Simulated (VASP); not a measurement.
Input of a VASP 6.6.1 run:

File INCAR:

```
SYSTEM = Ga3P4
PREC = Accurate ; ENCUT = 520
EDIFF = 1E-7 ; ISMEAR = 0
SIGMA = 0.01 ; LREAL = .False.
LASPH = .True. ; NELM = 150
ALGO = Normal ; ISIF = 2
LWAVE = .False. ; LCHARG = .False.
ISPIN = 2 ; MAGMOM = 0 0 0 0.5 0.5 0.5 0.5
LORBIT = 11 ; GGA = PE
NELECT = 60.0 ; NBANDS = 42
```

The input KPOINTS:

```
regular mesh
0
Gamma
  3 3 3
  0 0 0
```

The input POSCAR:

```
Ga3P4
1.0
    0.0000000000     -5.5051169748      0.0000000000
    0.0000000000      0.0000000000      5.5051169748
   -5.5051169748      0.0000000000      0.0000000000
Ga P
3 4
Direct
    0.5000000000      0.5000000000      1.0000000000
    0.0000000000      0.0000000000      0.0000000000
    0.5000000000      0.0000000000      0.5000000000
    0.2432779591      0.2567220409      0.2567220409
    0.7567220409      0.2567220409      0.7432779591
    0.2432779591      0.7432779591      0.7432779591
    0.7567220409      0.7432779591      0.2567220409
```

Potentials or basis: VASP PAW PBE potentials, release 64 (Ga_d, P).

Launch:

```console
$ cat potpaw_PBE.64/Ga_d/POTCAR potpaw_PBE.64/P/POTCAR > POTCAR
$ mpirun -np 1 vasp_std > vasp.out
```

(1) What does it give for the largest force?

(2) Predict the site moments.

(3) Predict the net moment.

Answers

(1) 0.049 eV/Å.

(2) Ga +0.00; P +0.04 μB.

(3) 0.30 μB per cell.

Caveat: the k points lie up to 0.38 Å⁻¹ apart; the cell carries a net charge on a neutralising background, which shifts energy and pressure; the cell differs from its parent crystal (atoms taken out, then relaxed in part); a moment this small can come from the mesh or the smearing.
